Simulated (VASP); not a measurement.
Hf, 1 atom in the cell. It takes space group Im-3m (No. 229, cubic). The conventional cell has a = 3.570 Å, b = 3.570 Å, c = 3.570 Å, α = 90.00°, β = 90.00°, γ = 90.00°. Hf (site symmetry m-3m) has 14 Hf at 3.09 to 3.57 Å within 4.1 Å. 

| Quantity | Value |
| --- | --- |
| Program | VASP 6.6.1 |
| Task | single point |
| Functional | PBE |
| Potentials or basis | VASP PAW PBE potentials, release 64 (Hf_pv) |
| Cutoff | 520 eV |
| k mesh | 15 × 15 × 15 |
| Occupations | fermi-dirac, width 0.1 eV |
| Spin | no spin polarisation |
| Dipole correction | no |
| Further INCAR settings | ALGO = Normal; EDIFF = 1e-07; NBANDS = 11 |

Potentials or basis: VASP PAW PBE potentials, release 64 (Hf_pv).

Launch:

```sh
$ cat potpaw_PBE.64/Hf_pv/POTCAR > POTCAR
$ mpirun -np 1 vasp_std > vasp.out
```

Hardware: 1 thread of Intel Xeon 6975P-C (shared host).

Question: How long does it take, and how much memory?

Answer: Wall time 15 s on 1 thread of Intel Xeon 6975P-C, on a shared host, peak memory 0.16 GiB. Counts: scf iterations 12, k points 120.
